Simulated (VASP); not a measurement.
# Ba8Zn3N6O3 (a cell with a defect) in VASP: single point with PBEsol

Aim: the single point of Ba8Zn3N6O3 (a cell with a defect) with PBEsol.

Everything below comes from runs of VASP 6.6.1. Logs are shortened: lines on timing, memory, paths and dates and some standing lists are left out, and cuts for length are marked.

### Step 1. The cell of the first run

The cell holds a defect, 20 atoms: a = 5.742 Å, b = 9.079 Å, c = 9.083 Å, α = 90.00°, β = 90.00°, γ = 108.43°.

### Step 2. Single point, PBEsol

Input file INCAR:

```
SYSTEM = Ba8Zn3N6O3
PREC = Accurate
ENCUT = 520
EDIFF = 1E-7
ISMEAR = 0
SIGMA = 0.05
LREAL = Auto
LASPH = .True.
NELM = 100
ALGO = Normal
ISIF = 2
LWAVE = .False.
LCHARG = .False.
GGA = PS
NBANDS = 98
```

Input file KPOINTS:

```
regular mesh
0
Gamma
  4 4 4
  0 0 0
```

Input file POSCAR:

```
Ba8Zn3N6O3
1.0
    4.0603386242      4.0603386242      0.0000000000
    4.0603386242     -8.1206772484      0.0000000000
    0.0000000000      0.0000000000     -9.0833214478
Ba Zn N O
8 3 6 3
Direct
    0.0063118709      0.0126237419      0.7842883290
    0.3270214933      0.6540429865      0.7842883290
    0.5187367840      0.0374734755      0.5173141815
    0.0000584516      0.0001169032      0.2323432031
    0.3332749126      0.6665498251      0.2323432031
    0.6666667284      0.3333333642      0.1847121683
    0.8145966727      0.6291932529      0.5173141815
    0.1666666410      0.3333332821      0.5019248770
    0.4905109773     -0.0189781380      1.0037995520
    0.8428223153      0.6856447843      1.0037995520
    0.1666666410      0.3333332821      0.9904059932
    0.4973077010     -0.0053844442      0.2024680080
    0.8360255915      0.6720510905      0.2024680080
    0.1666666410      0.3333332821      0.1884796228
    0.4803417926     -0.0393165073      0.8066664867
    0.8529914999      0.7059831536      0.8066664867
    0.1666666410      0.3333332821      0.7939637545
    0.3235065976      0.6470131952      0.5050097617
    0.6666667284      0.3333333642      0.4551924121
    0.0098267666      0.0196535332      0.5050097617
```

Potentials or basis: VASP PAW PBE potentials, release 64 (Ba_sv, Zn, N, O).

Run with:

```sh
> cat potpaw_PBE.64/Ba_sv/POTCAR potpaw_PBE.64/Zn/POTCAR potpaw_PBE.64/N/POTCAR potpaw_PBE.64/O/POTCAR > POTCAR
> mpirun -np 1 vasp_std > vasp.out
```

OUTCAR:

```text
SYSTEM = Ba8Zn3N6O3
   PREC = Accurate
   ENCUT = 520
   EDIFF = 1E-7
   ISMEAR = 0
   LREAL = Auto
   LASPH = .True.
   NELM = 100
   ISIF = 2
   GGA = PS

 ion  position               nearest neighbor table
   1  0.006  0.013  0.784-  20 2.54  16 2.65  17 2.76  15 2.91  15 2.91  11 3.34  10 3.45   9 3.51
                             9 3.51   3 3.76   3 3.76   8 3.77   4 4.07   7 4.10   2 4.22   2 4.22
   2  0.327  0.654  0.784-  18 2.54  15 2.65  17 2.76  16 2.91  16 2.91  11 3.34   9 3.45  10 3.51
                            10 3.51   7 3.76   7 3.76   8 3.77   5 4.07   3 4.10   1 4.22   1 4.22
   3  0.519  0.037  0.517-  19 2.61  15 2.71  20 2.88  20 2.88  12 2.88   1 3.76   1 3.76   8 3.84
                             8 3.84   4 3.88   4 3.88   6 3.95   2 4.10   5 4.11   7 4.54   7 4.54
   4  0.000  0.000  0.232-  20 2.48  13 2.84  12 2.88  12 2.88  14 2.90  10 3.41   9 3.55   9 3.55
                            11 3.61   8 3.77   3 3.88   3 3.88   5 4.06   5 4.06   1 4.07   6 4.08
   5  0.333  0.667  0.232-  18 2.48  12 2.84  13 2.88  13 2.88  14 2.90   9 3.41  10 3.55  10 3.55
                            11 3.61   8 3.77   7 3.88   7 3.88   4 4.06   4 4.06   2 4.07   6 4.08
   6  0.667  0.333  0.185-  19 2.46  14 2.87  14 2.87  13 2.92  12 2.92  11 3.37  11 3.37  10 3.45
                             9 3.45   7 3.95   3 3.95   8 4.07   8 4.07   5 4.08   4 4.08   5 4.08
   7  0.815  0.629  0.517-  19 2.61  16 2.71  18 2.88  18 2.88  13 2.88   2 3.76   2 3.76   8 3.84
                             8 3.84   5 3.88   5 3.88   6 3.95   1 4.10   4 4.11   3 4.54   3 4.54
   8  0.167  0.333  0.502-  17 2.65  20 2.70  18 2.70  14 2.85  19 2.90  19 2.90   1 3.77   2 3.77
                             4 3.77   5 3.77   3 3.84   3 3.84   7 3.84   7 3.84   6 4.07   6 4.07
   9  0.491  0.981  0.004-  15 1.80  12 1.81   5 3.41   2 3.45   6 3.45   1 3.51   1 3.51   4 3.55
[... 5 lines left out ...]
  12  0.497  0.995  0.202-   9 1.81   5 2.84   3 2.88   4 2.88   4 2.88   6 2.92
  13  0.836  0.672  0.202-  10 1.81   4 2.84   7 2.88   5 2.88   5 2.88   6 2.92
  14  0.167  0.333  0.188-  11 1.80   8 2.85   6 2.87   6 2.87   4 2.90   5 2.90
  15  0.480  0.961  0.807-   9 1.80   2 2.65   3 2.71   1 2.91   1 2.91
  16  0.853  0.706  0.807-  10 1.80   1 2.65   7 2.71   2 2.91   2 2.91
  17  0.167  0.333  0.794-  11 1.78   8 2.65   1 2.76   2 2.76
  18  0.324  0.647  0.505-   5 2.48   2 2.54   8 2.70   7 2.88   7 2.88
  19  0.667  0.333  0.455-   6 2.46   3 2.61   7 2.61   8 2.90   8 2.90
  20  0.010  0.020  0.505-   4 2.48   1 2.54   8 2.70   3 2.88   3 2.88

  LATTYP: Found a base centered orthorhombic cell.
 ALAT       =     5.7421859502
 B/A-ratio  =     3.0000000000
 C/A-ratio  =     1.5818577675

  Lattice vectors:

 A1 = (  -4.0603386242,   8.1206772484,   0.0000000000)
 A2 = (   8.1206772484,  -4.0603386242,   0.0000000000)
 A3 = (   0.0000000000,   0.0000000000,  -9.0833214478)

Analysis of symmetry for initial positions (statically):
=====================================================================
 Subroutine PRICEL returns:
 Original cell was already a primitive cell.

 Routine SETGRP: Setting up the symmetry group for a
 base centered orthorhombic supercell.

 Subroutine GETGRP returns: Found  4 space group operations
 (whereof  2 operations were pure point group operations)
 out of a pool of  8 trial point group operations.

The static configuration has the point symmetry C_1h.
 The point group associated with its full space group is C_2v.

Analysis of symmetry for dynamics (positions and initial velocities):
=====================================================================
 Subroutine PRICEL returns:
 Original cell was already a primitive cell.

 Routine SETGRP: Setting up the symmetry group for a
 base centered orthorhombic supercell.

 Subroutine GETGRP returns: Found  4 space group operations
 (whereof  2 operations were pure point group operations)
 out of a pool of  8 trial point group operations.

The dynamic configuration has the point symmetry C_1h.
 The point group associated with its full space group is C_2v.

 Subroutine INISYM returns: Found  4 space group operations
 (whereof  2 operations are pure point group operations),
 and found     1 'primitive' translations

----------------------------------------------------------------------------------------

                                     Primitive cell

  volume of cell :     449.2524

  direct lattice vectors                    reciprocal lattice vectors
     4.060338624  4.060338624  0.000000000     0.164189918  0.082094959  0.000000000
     4.060338624 -8.120677248  0.000000000     0.082094959 -0.082094959  0.000000000
[... 62 lines left out ...]
     0.020523740 -0.020523740  0.000000000     0.000000000  0.250000000  0.000000000
     0.000000000  0.000000000 -0.027522972     0.000000000  0.000000000  0.250000000

  Length of vectors
     0.045892477  0.029024951  0.027522972

  Shift w.r.t. Gamma in fractional coordinates (k-lattice)
     0.000000000  0.000000000  0.000000000

 Subroutine IBZKPT returns following result:
 ===========================================

 Found     21 irreducible k-points:

 Following reciprocal coordinates:
            Coordinates               Weight
  0.000000  0.000000  0.000000      1.000000
  0.250000  0.000000  0.000000      4.000000
  0.500000  0.000000  0.000000      2.000000
  0.000000  0.250000  0.000000      2.000000
  0.250000  0.250000  0.000000      4.000000
  0.500000  0.250000  0.000000      2.000000
[... 13 lines left out ...]
  0.500000  0.250000  0.500000      2.000000
  0.000000  0.500000  0.500000      1.000000
   k-points           NKPTS =     21   k-points in BZ     NKDIM =     21   number of bands    NBANDS=     98
   number of dos      NEDOS =    301   number of ions     NIONS =     20
   total plane-waves  NPLWV = 235200
   dimension x,y,z NGX =    48 NGY =   70 NGZ =   70
   dimension x,y,z NGXF=    96 NGYF=  140 NGZF=  140
   ions per type =               8   3   6   3
   NGX,Y,Z   is equivalent  to a cutoff of  13.90, 12.82, 12.81 a.u.
   NGXF,Y,Z  is equivalent  to a cutoff of  27.79, 25.63, 25.62 a.u.
 SYSTEM =  Ba8Zn3N6O3
   PREC   = accura    normal or accurate (medium, high low for compatibility)
   ISTART =      0    job   : 0-new  1-cont  2-samecut
   ICHARG =      2    charge: 1-file 2-atom 10-const
   ISPIN  =      1    spin polarized calculation?
   LNONCOLLINEAR =      F non collinear calculations
   LSORBIT =      F    spin-orbit coupling
   LASPH  =      T    aspherical Exc in radial PAW
   ENCUT  =  520.0 eV  38.22 Ry    6.18 a.u.  10.68 16.88 16.89*2*pi/ulx,y,z
   NELM   =    100;   NELMIN=  2; NELMDL= -5     # of ELM steps
   EDIFF  = 0.1E-06   stopping-criterion for ELM
   LREAL  =      T    real-space projection
   EDIFFG = 0.1E-05   stopping-criterion for IOM
   NSW    =      0    number of steps for IOM
   IBRION =     -1    ionic relax: 0-MD 1-quasi-New 2-CG
   NFREE  =      0    steps in history (QN), initial steepest desc. (CG)
   ISIF   =      2    stress and relaxation
   ISYM   =      2    0-nonsym 1-usesym 2-fastsym
   POTIM  = 0.5000    time-step for ionic-motion
   TEBEG  =    0.0;   TEEND  =   0.0 temperature during run
   PSTRESS=    0.0 pullay stress
   NELECT =     164.0000    total number of electrons
   NUPDOWN=      -1.0000    fix difference up-down
   EMIN   =  10.00;   EMAX   =-10.00  energy-range for DOS
   EFERMI =   0.00;   METHOD = LEGACY
   ISMEAR =     0;   SIGMA  =   0.05  broadening in eV -4-tet -1-fermi 0-gaus
   EFERMI_NEDOS =   21; number of points for ismear=-14 and -15
   IALGO  =     38    algorithm
   IMIX   =      4    mixing-type and parameters
     AMIX     =   0.40;   BMIX     =  1.00
     AMIX_MAG =   1.60;   BMIX_MAG =  1.00
  volume/ion in A,a.u.               =      22.46       151.59
  Fermi-wavevector in a.u.,A,eV,Ry     =   1.170018  2.211014 18.625596  1.368943
  Thomas-Fermi vector in A             =   2.306483
   LORBIT       =      0    0 simple, 1 ext, 2 COOP (PROOUT), +10 PAW based schemes
   GGA     = PS    functional components
   LHFCALC =     F    Hartree Fock is set to
   AEXX    =    0.0000 exact exchange contribution
   IVDW    =     0    specifies the selected vdW correction
   LEPSILON=     F    determine dielectric tensor
   LRPA    =     F    only Hartree local field effects (RPA)
 non-spin polarized calculation
 Gauss-broadening in eV      SIGMA  =   0.05
  energy-cutoff  :      520.00
  volume of cell :      449.25
 maximum number of plane-waves:     12196
 NGX is ok and might be reduce to    48
   NGX = 21   NGY = 33   NGZ = 33

 number of electron     163.9999996 magnetization

 Free energy of the ion-electron system (eV)
  ---------------------------------------------------
  ext. energy  EPLUGINS =         0.00000000
  ---------------------------------------------------
  free energy    TOTEN  =      -107.06264979 eV

  energy without entropy =     -107.04284653  energy(sigma->0) =     -107.05274816

 E-fermi :   1.8637     XC(G=0):  -9.4070

 val. band max:        1.8473563033   @ k =   0.0000   0.5000   0.2500
 cond. band min:       1.8652007453   @ k =   0.5000   0.2500   0.2500
 fundamental gap:      0.0178444420
 Fermi energy:         1.8636573076

 k-point     1 :       0.0000    0.0000    0.0000
  band No.  band energies     occupation
      1     -25.0871      2.00000
      2     -25.0353      2.00000
      3     -24.7313      2.00000
      4     -24.6623      2.00000
      5     -24.6511      2.00000
      6     -24.5231      2.00000
[... 2026 lines left out ...]
     93       5.3811      0.00000
     94       5.4903      0.00000
 [bands above 94 left out]

------------------------ aborting loop because EDIFF is reached ----------------------------------------

  FORCE on cell =-STRESS in cart. coord.  units (eV):
  Direction    XX          YY          ZZ          XY          YZ          ZX
  --------------------------------------------------------------------------------------
  -------------------------------------------------------------------------------------
  Total       -0.1525441     -0.1525441      4.3067192     -1.3000831      0.0000000      0.0000000
  in kB       -0.5440209     -0.5440209     15.3591325     -4.6365107      0.0000000      0.0000000
  external PRESSURE =       4.7570303 kB  Pullay stress =       0.0000000 kB

 VOLUME and BASIS-vectors are now :
 -----------------------------------------------------------------------------
  energy-cutoff  :      520.00
  volume of cell :      449.25
      direct lattice vectors                 reciprocal lattice vectors
     4.060338624  4.060338624  0.000000000     0.164189918  0.082094959  0.000000000
     4.060338624 -8.120677248  0.000000000     0.082094959 -0.082094959  0.000000000
     0.000000000  0.000000000 -9.083321448     0.000000000  0.000000000 -0.110091887

 POSITION                                       TOTAL-FORCE (eV/Angst)
 -----------------------------------------------------------------------------------
      0.07689     -0.07689     -7.12394         0.017319     -0.017319     -0.155310
      3.98345     -3.98345     -7.12394        -0.017319      0.017319     -0.155310
      2.25840      1.80194     -4.69893        -0.042798      0.042798      0.024743
      0.00071     -0.00071     -2.11045        -0.001693      0.001693      0.204222
      4.05963     -4.05963     -2.11045         0.001693     -0.001693      0.204222
      4.06034      0.00000     -1.67780        -0.000000      0.000000      0.263064
[... 12 lines left out ...]
      4.06034      0.00000     -4.13466        -0.000000      0.000000     -0.189836
      0.11970     -0.11970     -4.58717        -0.051507      0.051507     -0.058444
 -----------------------------------------------------------------------------------
    total drift:                               -0.003000     -0.001722      0.003863

  FREE ENERGIE OF THE ION-ELECTRON SYSTEM (eV)
  ---------------------------------------------------
  free  energy   TOTEN  =      -107.0626497889 eV

  energy  without entropy=     -107.0428465273  energy(sigma->0) =     -107.05274816
```

Wall time 19 min (1 thread of Intel Xeon 6975P-C (Granite Rapids), shared host); peak memory 0.89 GiB.

Results:

```yaml
Free_energy: -107.0626 eV
Pressure: 0.5 GPa
Largest_force: 0.263 eV/Å
Band_gap_on_the_k_mesh: zero (band 82 reaches 2.00 eV, above the bottom of band 83 at 1.84 eV)
```

Forces in eV/Å, atoms in the order of the input:
```
Ba   0.017 -0.017 -0.155
Ba  -0.017  0.017 -0.155
Ba  -0.043  0.043  0.025
Ba  -0.002  0.002  0.204
Ba   0.002 -0.002  0.204
Ba   0.000  0.000  0.263
Ba   0.043 -0.043  0.025
Ba   0.000  0.000  0.060
Zn   0.014 -0.014 -0.011
Zn  -0.014  0.014 -0.011
Zn   0.000  0.000 -0.030
N   -0.009  0.009 -0.075
N    0.009 -0.009 -0.075
N    0.000  0.000 -0.053
N    0.054 -0.054  0.038
N   -0.054  0.054  0.038
N    0.000  0.000  0.018
O    0.052 -0.052 -0.058
O    0.000  0.000 -0.190
O   -0.052  0.052 -0.058
```

Caveat: the PAW data sets were made with another functional, which shifts forces and pressure a little; spin-orbit coupling is left out, which moves the levels of the heavy elements.
